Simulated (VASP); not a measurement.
A run of VASP 6.6.1:

The input INCAR:

```
  ALGO = Normal
  EDIFF = 1E-6
  ENCUT = 520
  GGA = PS
  ISIF = 2
  ISMEAR = 0
  LASPH = T
  LCHARG = F
  LREAL = F
  LWAVE = F
  NBANDS = 12
  NELM = 100
  PREC = Accurate
  SIGMA = 0.15
```

KPOINTS

```
k-points
0
Gamma
  20 20 20
```

The input POSCAR:

```
Au
1.0
   -1.6987007250      1.6987007250      1.6987007250
    1.6987007250     -1.6987007250      1.6987007250
    1.6987007250      1.6987007250     -1.6987007250
Au
1
Direct
    0.0000000000      0.0000000000      0.0000000000
```

Potentials or basis: VASP PAW PBE potentials, release 64 (Au).

Run with:

```bash
$ cat potpaw_PBE.64/Au/POTCAR > POTCAR
$ mpirun -np 1 vasp_std > vasp.out
```

Hardware: 1 thread of Intel Xeon 8259CL, on a shared host.

Q: How long does it take, and how much memory?

A: Run time: 41 s on 1 thread of Intel Xeon 8259CL (shared host), peak memory 0.18 GiB. Counts: scf iterations 11, k points 256.
